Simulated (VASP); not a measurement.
Set up this calculation in VASP 6.6.1, as the native input.

```yaml
Task: single point
Functional: PBEsol
Potentials_or_basis: VASP PAW PBE potentials, release 64 (As)
Cutoff: 520 eV
k_mesh: 10 × 10 × 10
Occupations: fermi-dirac, width 0.05 eV
Spin: no spin polarisation
Dipole_correction: no
Further_INCAR_settings: ALGO = Normal; EDIFF = 1e-06; NBANDS = 12
```

The structure of As lies in POSCAR:

```
As
1.0
    1.8807968987      1.0858785957      3.5140619945
   -1.8807968987      1.0858785957      3.5140619945
    0.0000000000     -2.1717571915      3.5140619945
As
2
Direct
    0.7740000000      0.7740000000      0.7740000000
    0.2260000000      0.2260000000      0.2260000000
```

One way to write it, as run:

INCAR

```
SYSTEM = As
ALGO = Normal
EDIFF = 1E-6
ENCUT = 520
GGA = PS
ISIF = 2
ISMEAR = -1
LASPH = .True.
LCHARG = .True.
LELF = .True.
LREAL = .False.
LVHAR = .True.
LWAVE = .False.
NBANDS = 12
NELM = 60
PREC = Accurate
SIGMA = 0.05
```

KPOINTS

```
k-points
0
Gamma
  10 10 10
  0 0 0
```

Potentials or basis: VASP PAW PBE potentials, release 64 (As).

The run is started by

```sh
$ cat potpaw_PBE.64/As/POTCAR > POTCAR
$ mpirun -np 1 vasp_std > vasp.out
```

Results of the run:

```yaml
Pressure: 0.7 GPa
Largest_force: 0.448 eV/Å
Band_gap_on_the_k_mesh: zero (bands 5 and 6 overlap by 0.42 eV)
```

Caveat: the PAW data sets were made with another functional, which shifts forces and pressure a little.

Run time: 30 s on 1 thread of AMD EPYC 9R45 96-Core Processor (Zen 5), on a shared host, peak memory 0.17 GiB.
